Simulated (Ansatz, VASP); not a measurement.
## Pt3PbC: VASP beside Ansatz

File INCAR:

```
PREC = Accurate
ENCUT = 520
EDIFF = 1E-6
ISMEAR = -1
SIGMA = 0.1
LREAL = False
LASPH = True
NELM = 80
ALGO = Normal
ISIF = 2
LWAVE = False
LCHARG = False
GGA = PE
NBANDS = 32
```

KPOINTS

```
Automatic mesh
0
Gamma
  5 5 5
```

The input POSCAR:

```
Pt3PbC
1.0
    4.3624884317      0.0000000000      0.0000000000
    0.0000000000      4.3624884317      0.0000000000
    0.0000000000      0.0000000000      4.3624884317
Pt Pb C
3 1 1
Direct
    0.0000000000      0.5000000000      0.5000000000
    0.5000000000      0.5000000000      0.0000000000
    0.5000000000      0.0000000000      0.5000000000
    0.0000000000      0.0000000000      0.0000000000
    0.5000000000      0.5000000000      0.5000000000
```

Input for Ansatz:

```yaml
crystal:
  lattice:
    - [4.362488431699195, 0.0, 0.0]
    - [0.0, 4.362488431699195, 0.0]
    - [0.0, 0.0, 4.362488431699195]
  atoms:
    - { symbol: Pt, position: [0.0, 0.5, 0.5] }
    - { symbol: Pt, position: [0.5, 0.5, 0.0] }
    - { symbol: Pt, position: [0.5, 0.0, 0.5] }
    - { symbol: Pb, position: [0.0, 0.0, 0.0] }
    - { symbol: C, position: [0.5, 0.5, 0.5] }
basis:
  ecutwfc: 550.0
kpoints:
  mp_grid:
    grid: [5, 5, 5]
hamiltonian:
  xc: pbe
scf:
  occupations:
    method: fermi_dirac
output:
  stress: true
```

Alike in both runs: task single point; functional PBE; k mesh 5 × 5 × 5; no spin polarisation.

|  | VASP | Ansatz |
| --- | --- | --- |
| version | VASP 6.6.1 | Ansatz 0.2.0 |
| potentials or method | VASP PAW PBE potentials, release 64 (Pt, Pb_d, C), cutoff 520 eV | plane waves, PAW |
| occupations | fermi-dirac, width 0.1 eV | fermi-dirac |
| valence electrons in the cell | 48 | 72 |

|  | VASP | Ansatz | Ansatz less VASP |
| --- | --- | --- | --- |
| pressure (GPa) | -2.5 | -2.4 | +0.10 |

VASP's potentials hold 48 valence electrons a cell and Ansatz's 72, so a difference there can come from the potentials and not from the codes.

Spin-orbit coupling is off throughout.
